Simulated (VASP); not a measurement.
# Sn3Sb2 (R-3m) in VASP: further runs, part 2 of 2

VASP 6.6.1.

### 3 Single point, PBE

This run uses another cell than the first one, of 30.33 Å³/atom.

The input, INCAR:

```
ALGO = Fast
EDIFF = 1E-6
ENCUT = 520
GGA = PE
ISIF = 2
ISMEAR = 0
LASPH = T
LCHARG = T
LELF = T
LREAL = F
LVHAR = T
LWAVE = F
NBANDS = 34
NELM = 100
PREC = Accurate
SIGMA = 0.1
```

The input, KPOINTS:

```
k-points
0
Gamma
  6 6 6
```

The input, POSCAR:

```
Sn3Sb2
1.0
    2.2052980103      1.2732293999      9.0028130449
   -2.2052980103      1.2732293999      9.0028130449
    0.0000000000     -2.5464587998      9.0028130449
Sn Sb
3 2
Direct
    0.0000000000      0.0000000000      0.0000000000
    0.2054077508      0.2054077508      0.2054077508
    0.7945922492      0.7945922492      0.7945922492
    0.4019945031      0.4019945031      0.4019945031
    0.5980054969      0.5980054969      0.5980054969
```

Potentials or basis: VASP PAW PBE potentials, release 64 (Sn_d, Sb).

Launch:

```console
$ cat potpaw_PBE.64/Sn_d/POTCAR potpaw_PBE.64/Sb/POTCAR > POTCAR
$ mpirun -np 1 vasp_std > vasp.out
```

OUTCAR:

```text
EDIFF = 1E-6
   ENCUT = 520
   GGA = PE
   ISIF = 2
   ISMEAR = 0
   LASPH = T
   LREAL = F
   NELM = 100
   PREC = Accurate

 ion  position               nearest neighbor table
   1  0.000  0.000  0.000-   5 3.15   5 3.15   4 3.15   4 3.15   5 3.15   4 3.15
   2  0.205  0.205  0.205-   5 3.01   5 3.01   5 3.01   3 3.30   3 3.30   3 3.30
   3  0.795  0.795  0.795-   4 3.01   4 3.01   4 3.01   2 3.30   2 3.30   2 3.30
   4  0.402  0.402  0.402-   3 3.01   3 3.01   3 3.01   1 3.15   1 3.15   1 3.15
   5  0.598  0.598  0.598-   2 3.01   2 3.01   2 3.01   1 3.15   1 3.15   1 3.15

  LATTYP: Found a trigonal (rhomboedric) cell.
 ALAT       =     9.3560191930
 COS(alpha) =     0.8888825263

  Lattice vectors:

 A1 = (   2.2052980103,   1.2732293999,   9.0028130449)
 A2 = (  -2.2052980103,   1.2732293999,   9.0028130449)
 A3 = (   0.0000000000,  -2.5464587998,   9.0028130449)

Analysis of symmetry for initial positions (statically):
=====================================================================
 Subroutine PRICEL returns:
 Original cell was already a primitive cell.

 Routine SETGRP: Setting up the symmetry group for a
 trigonal (rhombohedral) supercell.

 Subroutine GETGRP returns: Found 12 space group operations
 (whereof 12 operations were pure point group operations)
 out of a pool of 12 trial point group operations.

The static configuration has the point symmetry D_3d.

Analysis of symmetry for dynamics (positions and initial velocities):
=====================================================================
 Subroutine PRICEL returns:
 Original cell was already a primitive cell.

 Routine SETGRP: Setting up the symmetry group for a
 trigonal (rhombohedral) supercell.

 Subroutine GETGRP returns: Found 12 space group operations
 (whereof 12 operations were pure point group operations)
 out of a pool of 12 trial point group operations.

The dynamic configuration has the point symmetry D_3d.

[... 126 lines left out ...]
  Fermi-wavevector in a.u.,A,eV,Ry     =   1.145798  2.165245 17.862457  1.312854
  Thomas-Fermi vector in A             =   2.282485
   LORBIT       =      0    0 simple, 1 ext, 2 COOP (PROOUT), +10 PAW based schemes
   GGA     = PE    functional components
   LHFCALC =     F    Hartree Fock is set to
   AEXX    =    0.0000 exact exchange contribution
   IVDW    =     0    specifies the selected vdW correction
   LEPSILON=     F    determine dielectric tensor
   LRPA    =     F    only Hartree local field effects (RPA)
 non-spin polarized calculation
 RMM-DIIS sequential band-by-band and
 Gauss-broadening in eV      SIGMA  =   0.10
  energy-cutoff  :      520.00
  volume of cell :      151.67
 maximum number of plane-waves:      4124
 NGX is ok and might be reduce to    70
   NGX = 35   NGY = 35   NGZ = 35

 number of electron      52.0000000 magnetization

 Free energy of the ion-electron system (eV)
  ---------------------------------------------------
  ext. energy  EPLUGINS =         0.00000000
  ---------------------------------------------------
  free energy    TOTEN  =       -19.87310347 eV

  energy without entropy =      -19.86444107  energy(sigma->0) =      -19.86877227

 E-fermi :   6.8224     XC(G=0):  -9.6459

 val. band max:        6.8205073090   @ k =   0.1667   0.1667   0.1667
 cond. band min:       6.8421897812   @ k =  -0.3333   0.5000   0.3333
 fundamental gap:      0.0216824722
 Fermi energy:         6.8224307484

 k-point     1 :       0.0000    0.0000    0.0000
  band No.  band energies     occupation
      1     -14.8085      2.00000
      2     -14.8085      2.00000
      3     -14.7920      2.00000
      4     -14.7920      2.00000
      5     -14.7888      2.00000
      6     -14.7445      2.00000
[... 877 lines left out ...]
     33      10.4675      0.00000
     34      12.7581      0.00000

 [... further k-points ...]

------------------------ aborting loop because EDIFF is reached ----------------------------------------

  FORCE on cell =-STRESS in cart. coord.  units (eV):
  Direction    XX          YY          ZZ          XY          YZ          ZX
  --------------------------------------------------------------------------------------
  -------------------------------------------------------------------------------------
  Total        0.1158860      0.1158860      0.0252500      0.0000000      0.0000000      0.0000000
  in kB        1.2241598      1.2241598      0.2667274      0.0000000      0.0000000      0.0000000
  external PRESSURE =       0.9050157 kB  Pullay stress =       0.0000000 kB

 VOLUME and BASIS-vectors are now :
 -----------------------------------------------------------------------------
  energy-cutoff  :      520.00
  volume of cell :      151.67
      direct lattice vectors                 reciprocal lattice vectors
     2.205298010  1.273229400  9.002813045     0.226726727  0.130900737  0.037025464
    -2.205298010  1.273229400  9.002813045    -0.226726727  0.130900737  0.037025464
     0.000000000 -2.546458800  9.002813045     0.000000000 -0.261801474  0.037025464

 POSITION                                       TOTAL-FORCE (eV/Angst)
 -----------------------------------------------------------------------------------
      0.00000      0.00000      0.00000         0.000000     -0.000000     -0.000000
      0.00000      0.00000      5.54774         0.000000      0.000000     -0.016531
      0.00000      0.00000     21.46070         0.000000      0.000000      0.016531
      0.00000      0.00000     10.85724         0.000000     -0.000000     -0.007055
      0.00000      0.00000     16.15120         0.000000     -0.000000      0.007055
 -----------------------------------------------------------------------------------
    total drift:                               -0.000000      0.000000     -0.000000

  FREE ENERGIE OF THE ION-ELECTRON SYSTEM (eV)
  ---------------------------------------------------
  free  energy   TOTEN  =       -19.8731034673 eV

  energy  without entropy=      -19.8644410750  energy(sigma->0) =      -19.86877227
```

stdout:

```text
POSCAR found type information on POSCAR SnSb
 POSCAR found :  2 types and       5 ions
 scaLAPACK will be used
 LDA part: xc-table for (Slater+PW92), standard interpolation
 POSCAR, INCAR and KPOINTS ok, starting setup
 FFT: planning ... GRIDC
 FFT: planning ... GRID_SOFT
 FFT: planning ... GRID
 WAVECAR not read
 entering main loop
```

Wall time 4.5 min (1 thread of Intel Xeon 6975P-C (Granite Rapids), shared host); peak memory 0.75 GiB.

What came out:

```
Free energy            : -19.8731 eV
Pressure               : 0.1 GPa
Largest force          : 0.017 eV/Å
Band gap on the k mesh : zero (bands 26 and 27 overlap by 1.10 eV)
```

Forces on the atoms (eV/Å):
```
Sn   0.000  0.000  0.000
Sn   0.000  0.000 -0.017
Sn   0.000  0.000  0.017
Sb   0.000  0.000 -0.007
Sb   0.000  0.000  0.007
```

Stress tensor (GPa, compression positive):
```
0.12 0.00 0.00
0.00 0.12 0.00
0.00 0.00 0.03
```

Caveat: spin-orbit coupling is left out, which moves the levels of the heavy elements.

### 4 Relaxation of cell and atoms, PBE

The input, INCAR:

```
SYSTEM = Sn3Sb2
PREC = Accurate
ENCUT = 600
EDIFF = 1E-6
ISMEAR = 0
SIGMA = 0.1
LREAL = .False.
LASPH = .True.
NELM = 100
ALGO = Fast
ISIF = 3
LWAVE = .False.
LCHARG = .False.
GGA = PE
IBRION = 2
NSW = 90
EDIFFG = -0.04
```

The input, KPOINTS:

```
regular mesh
0
Gamma
  6 6 6
  0 0 0
```

The input, POSCAR:

```
Sn3Sb2
1.0
    2.0322684599      1.1733307424      9.4205951912
   -2.0322684599      1.1733307424      9.4205951912
    0.0000000000     -2.3466614847      9.4205951912
Sn Sb
3 2
Direct
    0.0000000000      0.0000000000      0.0000000000
    0.2095000000      0.2095000000      0.2095000000
    0.7905000000      0.7905000000      0.7905000000
    0.4000000000      0.4000000000      0.4000000000
    0.6000000000      0.6000000000      0.6000000000
```

Potentials or basis: VASP PAW PBE potentials, release 64 (Sn_d, Sb).

Launch:

```console
$ cat potpaw_PBE.64/Sn_d/POTCAR potpaw_PBE.64/Sb/POTCAR > POTCAR
$ mpirun -np 1 vasp_std > vasp.out
```

OUTCAR:

```text
SYSTEM = Sn3Sb2
   PREC = Accurate
   ENCUT = 600
   EDIFF = 1E-6
   ISMEAR = 0
   LREAL = .False.
   LASPH = .True.
   NELM = 100
   ISIF = 3
   GGA = PE
   IBRION = 2
   NSW = 90
   EDIFFG = -0.04

 ion  position               nearest neighbor table
   1  0.000  0.000  0.000-   5 3.01   4 3.01   5 3.01   5 3.01   4 3.01   4 3.01
   2  0.209  0.209  0.209-   5 2.85   5 2.85   5 2.85   3 3.37   3 3.37   3 3.37
   3  0.791  0.791  0.791-   4 2.85   4 2.85   4 2.85   2 3.37   2 3.37   2 3.37
   4  0.400  0.400  0.400-   3 2.85   3 2.85   3 2.85   1 3.01   1 3.01   1 3.01
   5  0.600  0.600  0.600-   2 2.85   2 2.85   2 2.85   1 3.01   1 3.01   1 3.01

  LATTYP: Found a trigonal (rhomboedric) cell.
 ALAT       =     9.7084722733
 COS(alpha) =     0.9123624232

  Lattice vectors:

 A1 = (   2.0322684599,   1.1733307424,   9.4205951912)
 A2 = (  -2.0322684599,   1.1733307424,   9.4205951912)
 A3 = (   0.0000000000,  -2.3466614847,   9.4205951912)
[... 1123 lines left out ...]

[... ionic steps 4 to 8 ...]

--------------------------------------- Ionic step        9  -------------------------------------------

 number of electron      52.0000002 magnetization

------------------------ aborting loop because EDIFF is reached ----------------------------------------
[... 73 lines left out ...]
--------------------------------------- Ionic step       11  -------------------------------------------

 number of electron      52.0000001 magnetization

 Free energy of the ion-electron system (eV)
  ---------------------------------------------------
  ext. energy  EPLUGINS =         0.00000000
  ---------------------------------------------------
  free energy    TOTEN  =       -19.86994491 eV

  energy without entropy =      -19.86098022  energy(sigma->0) =      -19.86546257

 E-fermi :   6.8299     XC(G=0):  -9.6502

 val. band max:        6.7855675378   @ k =   0.3333   0.3333   0.0000
 cond. band min:       6.8374986301   @ k =   0.1667   0.0000   0.0000
 fundamental gap:      0.0519310923
 Fermi energy:         6.8298546602

 k-point     1 :       0.0000    0.0000    0.0000
  band No.  band energies     occupation
      1     -14.7964      2.00000
      2     -14.7964      2.00000
      3     -14.7799      2.00000
      4     -14.7799      2.00000
      5     -14.7772      2.00000
      6     -14.7357      2.00000
[... 839 lines left out ...]
  FREE ENERGIE OF THE ION-ELECTRON SYSTEM (eV)
  ---------------------------------------------------
  free  energy   TOTEN  =       -19.8699449114 eV

  energy  without entropy=      -19.8609802211  energy(sigma->0) =      -19.86546257

 reached required accuracy - stopping structural energy minimisation
```

It took 80 min on 1 thread of Intel Xeon 6975P-C (Granite Rapids), shared host; peak memory 1.1 GiB.

Results:

```yaml
Free_energy: -19.8699 eV
Relaxed_volume: 30.31 Å³/atom
Relaxed_cell: a = 9.319 Å, b = 9.319 Å, c = 9.319 Å, α = 27.43°, β = 27.43°, γ = 27.43°
Space_group_after_relaxing_to_0.1_Å: R-3m (No. 166)
Energy_gained_by_relaxing: 129.7 meV/atom
Ionic_steps: 11
Pressure_after_relaxing: 0.1 GPa
Largest_force_after_relaxing: 0.019 eV/Å
Band_gap_on_the_k_mesh: zero (bands 26 and 27 overlap by 1.05 eV)
```

Forces in eV/Å, atoms in the order of the input:
```
Sn   0.000  0.000  0.000
Sn   0.000  0.000 -0.018
Sn   0.000  0.000  0.018
Sb   0.000  0.000  0.019
Sb   0.000  0.000 -0.019
```

Stress tensor (GPa, compression positive):
```
0.04 0.00 0.00
0.00 0.04 0.00
0.00 0.00 0.12
```

Step by step:
| step | energy change (eV) | largest force (eV/Å) | pressure (GPa) | volume (Å³) |
| --- | --- | --- | --- | --- |
| 1 | 0.0000 | 1.0552 | 8.85 | 134.78 |
| 2 | -0.4227 | 0.3145 | -3.14 | 165.89 |
| 3 | -0.5405 | 0.1721 | -0.28 | 154.50 |
| 4 | -0.5803 | 0.1345 | -0.16 | 154.13 |
| 5 | -0.6299 | 0.1741 | 0.21 | 153.02 |
| 6 | -0.6341 | 0.2015 | 0.30 | 152.43 |
| 7 | -0.6381 | 0.0947 | -0.34 | 154.27 |
| 8 | -0.6382 | 0.1132 | -0.25 | 154.03 |
| 9 | -0.6432 | 0.0804 | -0.23 | 153.27 |
| 10 | -0.6483 | 0.0093 | 0.26 | 151.01 |
| 11 | -0.6485 | 0.0190 | 0.07 | 151.54 |

Final structure:
```xyz
5
Lattice="2.2092 1.2755 8.9635 -2.2092 1.2755 8.9635 0.0000 -2.5510 8.9635" Properties=species:S:1:pos:R:3 pbc="T T T"
Sn    0.0000    0.0000    0.0000
Sn    0.0000    0.0000    5.5244
Sn    0.0000    0.0000   21.3662
Sb    0.0000    0.0000   10.8041
Sb    0.0000    0.0000   16.0865
```

Caveat: spin-orbit coupling is left out, which moves the levels of the heavy elements.

### 5 Summary

```tsv
task	cell	cutoff (eV)	gap on the mesh (eV)	pressure (GPa)	largest force (eV/Å)
single point	a = 9.708 Å, angles 24.2°, 5 atoms, atomic positions A	520	none	8.8	1.06
single point	a = 9.356 Å, angles 27.3°, 5 atoms, atomic positions B	520	none	0.1	0.02
relaxation of cell and atoms	relaxed from a = 9.708 Å, angles 24.2°, 5 atoms, atomic positions A	600	none	0.1	0.02
```

Alike in all rows: level PBE; potentials or basis VASP PAW PBE potentials, release 64 (Sn_d, Sb); no spin polarisation; k mesh 6 × 6 × 6; smearing gaussian 0.1 eV.

Caveats: spin-orbit coupling is left out, which moves the levels of the heavy elements; the cell stands under pressure (at least some runs); forces of over 1 eV/Å act on the atoms, so gaps and moduli don't describe the material at rest (at least some runs).

Total energies depend on the potentials used, so only differences within one code and one set of settings carry meaning.
